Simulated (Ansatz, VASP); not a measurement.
## One calculation of Ga, two programs

```xyz
4
Lattice="2.2179 -3.7419 0.0000 2.2179 3.7419 0.0000 0.0000 0.0000 4.4250" Properties=species:S:1:pos:R:3 pbc="T T T"
Ga    2.2179   -2.5772    0.3803
Ga    2.2179   -1.1648    2.5928
Ga    2.2179    2.5772    4.0447
Ga    2.2179    1.1648    1.8322
```

Alike in both runs: task single point; functional LDA; k mesh 8 × 8 × 7; occupations methfessel-paxton of order 1, width 0.3 eV; no spin polarisation.

|  | VASP | Ansatz |
| --- | --- | --- |
| version | VASP 6.6.1 | Ansatz 0.2.0 |
| potentials or method | VASP PAW LDA potentials, release 64 (Ga_d), cutoff 520 eV | plane waves (420 eV) with PAW, scalar-relativistic |
| valence electrons in the cell | 52 | 52 |

VASP gave:

- pressure (GPa): 0.2
- traceless stress, the component that is largest in VASP (GPa): -0.13

**Question.** What did Ansatz give for the same quantities?

**Answer.** Pressure (GPa): 0.0; traceless stress, the component that is largest in VASP (GPa): -0.10.

Ansatz warns that its potentials were made for another functional, while VASP's fit it. LDA's correlation is that of Perdew and Zunger in VASP and of Perdew and Wang (1992) in Ansatz.
